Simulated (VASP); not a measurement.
Write the native input for VASP 6.6.1 that does the following.

```yaml
Task: single point
Functional: LDA
Potentials_or_basis: VASP PAW LDA potentials, release 64 (Cs_sv)
Cutoff: 500 eV
k_mesh: 5 × 5 × 5
Occupations: fermi-dirac, width 0.1 eV
Spin: no spin polarisation
Dipole_correction: no
Further_INCAR_settings: ALGO = Normal; EDIFF = 1e-06; NBANDS = 10
```

The structure of Cs lies in POSCAR:

```
Cs
1.0
    4.9795643074     -0.0000000276     -0.0000000478
   -1.6598547431      4.6947782613     -0.0000000478
   -1.6598547431     -2.3473890617      4.0657972792
Cs
1
Direct
    0.0000000000      0.0000000000      0.0000000000
```

One way to write it, as run:

INCAR

```
SYSTEM = Cs
  PREC = Accurate
  ENCUT = 500
  EDIFF = 1E-6
  ISMEAR = -1
  SIGMA = 0.1
  LREAL = .FALSE.
  LASPH = .TRUE.
  NELM = 120
  ALGO = Normal
  ISIF = 2
  LWAVE = .FALSE.
  LCHARG = .FALSE.
  NBANDS = 10
  GGA_COMPAT = .FALSE.
```

KPOINTS

```
regular mesh
0
G
  5 5 5
  0 0 0
```

Potentials or basis: VASP PAW LDA potentials, release 64 (Cs_sv).

Command:

```bash
$ cat potpaw_LDA.64/Cs_sv/POTCAR > POTCAR
$ mpirun -np 1 vasp_std > vasp.out
```

It gave:

```
Pressure               : 0.0 GPa
Band gap on the k mesh : zero (an odd number of electrons rules out a gap without spin polarisation)
```

Caveat: spin-orbit coupling is left out, which moves the levels of the heavy elements.

Wall time 5.4 s on 1 thread of Intel(R) Xeon(R) Platinum 8259CL CPU @ 2.50GHz (Skylake/Cascade Lake), on a shared host, peak memory 0.16 GiB.
